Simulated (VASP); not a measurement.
Input of a VASP 6.6.1 run:

File INCAR:

```
SYSTEM = Zn3SnO
PREC = Accurate
ENCUT = 520
EDIFF = 1E-6
ISMEAR = 0
SIGMA = 0.1
LREAL = .FALSE.
LASPH = .TRUE.
NELM = 80
ALGO = Normal
ISIF = 2
LWAVE = .FALSE.
LCHARG = .TRUE.
GGA = PS
LELF = .TRUE.
LVHAR = .TRUE.
NBANDS = 36
```

Contents of KPOINTS:

```
regular mesh
0
G
  8 8 8
  0 0 0
```

File POSCAR:

```
Zn3SnO
1.0
    4.2626676044      0.0000000000      0.0000000000
    0.0000000000      4.2626676044      0.0000000000
    0.0000000000      0.0000000000      4.2626676044
Zn Sn O
3 1 1
Direct
    0.0000000000      0.5000000000      0.5000000000
    0.5000000000      0.0000000000      0.5000000000
    0.5000000000      0.5000000000      0.0000000000
    0.0000000000      0.0000000000      0.0000000000
    0.5000000000      0.5000000000      0.5000000000
```

Potentials or basis: VASP PAW PBE potentials, release 64 (Zn, Sn_d, O).

Run with:

```sh
$ cat potpaw_PBE.64/Zn/POTCAR potpaw_PBE.64/Sn_d/POTCAR potpaw_PBE.64/O/POTCAR > POTCAR
$ mpirun -np 1 vasp_std > vasp.out
```

Estimate the pressure.

0.3 GPa.

What does it give for the band gap on the k mesh?

Zero (bands 28 and 29 overlap by 1.08 eV).

Caveat: the PAW data sets were made with another functional, which shifts forces and pressure a little; spin-orbit coupling is left out, which moves the levels of the heavy elements.
